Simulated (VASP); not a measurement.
# Al: relaxation of cell and atoms with PBE

The system is Al.

```
Al
1.0
     5.07930   -0.08366   -0.04297
    -2.61210    4.29195   -0.00376
    -0.04713   -0.03197    5.55965
Al
6
Direct
  0.51706 0.52356 0.19739
  0.46096 0.44135 0.66772
  0.51327 0.03977 0.98373
  0.56867 0.06859 0.46843
  0.94792 0.45741 0.33499
  0.99212 0.46932 0.84773
```

| Property | Result |
| --- | --- |
| Program | VASP 6.6.1 |
| Task | relaxation of cell and atoms |
| Functional | PBE |
| Potentials or basis | VASP PAW PBE potentials, release 64 (Al) |
| Cutoff | 600 eV |
| k mesh | 6 × 6 × 4 |
| Occupations | gaussian, width 0.2 eV |
| Spin | no spin polarisation |
| Dipole correction | no |
| Further INCAR settings | ALGO = Fast; EDIFF = 1e-06; IBRION = 2; EDIFFG = -0.025; NSW = 80; ISIF = 3 |

```
Relaxed volume                         : 20.53 Å³/atom
Relaxed cell                           : a = 5.344 Å, b = 4.959 Å, c = 5.451 Å, α = 90.02°, β = 103.88°, γ = 117.65°
Space group after relaxing (to 0.05 Å) : C2 (No. 5)
Energy gained by relaxing              : 431.1 meV/atom
Ionic steps                            : 28
Pressure after relaxing                : 0.0 GPa
Largest force after relaxing           : 0.017 eV/Å
Band gap on the k mesh                 : zero (band 9 reaches 6.92 eV, above the bottom of band 10 at 4.64 eV)
```

Forces in eV/Å, atoms in the order of the input:
```
Al  -0.003  0.004  0.009
Al   0.013 -0.001  0.011
Al   0.001  0.015 -0.003
Al  -0.006 -0.010 -0.009
Al  -0.007 -0.005  0.003
Al   0.001 -0.003 -0.012
```

The path:
| step | energy change (eV) | largest force (eV/Å) | pressure (GPa) | volume (Å³) |
| --- | --- | --- | --- | --- |
| 1 | 0.0000 | 8.0314 | 8.75 | 119.97 |
| 2 | -1.9751 | 0.9141 | -4.04 | 139.14 |
| 3 | -2.2382 | 0.6355 | -2.21 | 131.29 |
| 4 | -2.2386 | 0.6167 | -2.32 | 131.58 |
| 5 | -2.3597 | 0.4130 | -0.65 | 126.48 |
| 6 | -2.3904 | 0.3583 | 0.96 | 122.68 |
| 7 | -2.4367 | 0.2772 | 0.47 | 123.22 |
| 8 | -2.4549 | 0.3677 | -0.01 | 123.94 |
| 9 | -2.4913 | 0.3451 | -0.26 | 124.40 |
| 10 | -2.4995 | 0.3752 | -0.36 | 124.64 |
| 11 | -2.5309 | 0.2139 | 0.17 | 123.43 |
| 12 | -2.5345 | 0.1403 | 0.47 | 122.86 |
| 13 | -2.5433 | 0.1495 | -0.24 | 124.20 |
| 14 | -2.5434 | 0.1505 | -0.30 | 124.30 |
| 15 | -2.5514 | 0.1307 | -0.14 | 123.83 |
| 16 | -2.5608 | 0.1542 | 0.29 | 122.65 |
| 17 | -2.5669 | 0.1442 | 0.20 | 122.85 |
| 18 | -2.5757 | 0.1141 | -0.04 | 123.44 |
| 19 | -2.5802 | 0.0750 | -0.06 | 123.41 |
| 20 | -2.5835 | 0.0524 | -0.07 | 123.34 |
| 21 | -2.5844 | 0.0355 | 0.08 | 123.07 |
| 22 | -2.5845 | 0.0359 | 0.14 | 122.97 |
| 23 | -2.5852 | 0.0385 | 0.01 | 123.25 |
| 24 | -2.5854 | 0.0421 | -0.12 | 123.53 |
| 25 | -2.5861 | 0.0273 | -0.07 | 123.38 |
| 26 | -2.5864 | 0.0294 | 0.01 | 123.21 |
| 27 | -2.5864 | 0.0310 | 0.01 | 123.18 |
| 28 | -2.5867 | 0.0173 | 0.02 | 123.17 |

Final structure:
```yaml
crystal:
  lattice:
    - [5.30474, 0.20294, -0.61209]
    - [-2.48204, 4.29307, 0.00288]
    - [-0.67957, -0.39839, 5.39402]
  atoms:
    - { symbol: Al, position: [0.47808, 0.49781, 0.20076] }
    - { symbol: Al, position: [0.47810, 0.49842, 0.70060] }
    - { symbol: Al, position: [0.51881, 0.01849, 0.96488] }
    - { symbol: Al, position: [0.52475, 0.02137, 0.46601] }
    - { symbol: Al, position: [0.00107, 0.48531, 0.33367] }
    - { symbol: Al, position: [0.99918, 0.47860, 0.83409] }
```

Levels at points of the mesh, in eV from the Fermi level:
```
           k point  band 5  band 6  band 7  band 8  band 9  band 10  band 11  band 12  band 13
(0.00, 0.00, 0.00)   -3.39   -2.83   -1.99   -1.79   -1.35    -0.98     1.06     1.26     1.68
(0.50, 0.00, 0.00)   -3.87   -3.11   -2.19   -1.24    0.93     1.24     1.68     1.98     2.14
(0.00, 0.50, 0.00)   -3.92   -3.28   -3.23   -2.33   -0.97     0.21     2.11     2.53     2.64
(0.50, 0.50, 0.00)   -3.92   -3.29   -3.23   -2.33   -0.98     0.21     2.11     2.53     2.64
(0.00, 0.00, 0.50)   -1.95   -1.95   -1.72   -1.70   -0.53    -0.51     0.22     0.23     1.57
(0.50, 0.00, 0.50)   -2.62   -2.61   -1.89   -1.88    0.56     0.57     2.38     2.38     2.69
(0.00, 0.50, 0.50)   -3.68   -3.67   -1.46   -1.44    1.30     1.31     2.37     2.41     2.95
(0.50, 0.50, 0.50)   -3.68   -3.67   -1.46   -1.44    1.30     1.32     2.38     2.39     2.94
```

Run time: 15 min on 1 thread of Intel(R) Xeon(R) 6975P-C (Granite Rapids), with other jobs on the host, peak memory 0.36 GiB.
